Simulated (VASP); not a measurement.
Wanted: the native input for a VASP 6.6.1 run.

| Quantity | Value |
| --- | --- |
| Task | electric field gradients |
| Functional | LDA |
| Potentials or basis | VASP PAW LDA potentials, release 64 (Al, N) |
| Cutoff | 520 eV |
| k mesh | 10 × 10 × 10 |
| Occupations | fermi-dirac, width 0.02 eV |
| Spin | no spin polarisation |
| Dipole correction | no |
| Further INCAR settings | ALGO = Normal; EDIFF = 1e-08; NBANDS = 11 |

The structure of AlN lies in POSCAR:

```
AlN
1.0
    0.0000000000      1.9780000000      1.9780000000
    1.9780000000      0.0000000000      1.9780000000
    1.9780000000      1.9780000000      0.0000000000
Al N
1 1
Direct
    0.0000000000      0.0000000000      0.0000000000
    0.5000000000      0.5000000000      0.5000000000
```

These files were run (other wordings do the same):

INCAR

```
PREC = Accurate
ENCUT = 520
EDIFF = 1E-8
ISMEAR = -1
SIGMA = 0.02
LREAL = F
LASPH = T
NELM = 60
ALGO = Normal
ISIF = 2
LWAVE = F
LCHARG = F
LEFG = T
NBANDS = 11
```

KPOINTS

```
regular mesh
0
Gamma
  10 10 10
```

Potentials or basis: VASP PAW LDA potentials, release 64 (Al, N).

Command:

```console
$ cat potpaw_LDA.64/Al/POTCAR potpaw_LDA.64/N/POTCAR > POTCAR
$ mpirun -np 1 vasp_std > vasp.out
```

Results of the run:

| Property | Result |
| --- | --- |
| Pressure | 13.2 GPa |
| Band gap on the k mesh | 5.07 eV, indirect (least direct gap 6.75 eV) |

Caveat: without QUAD_EFG the Cq values of the log hold for a quadrupole moment of 1 mb, not for the nuclei.

Wall time 8.2 s on 1 thread of Intel Xeon 6975P-C, with other jobs on the host, peak memory 0.12 GiB.
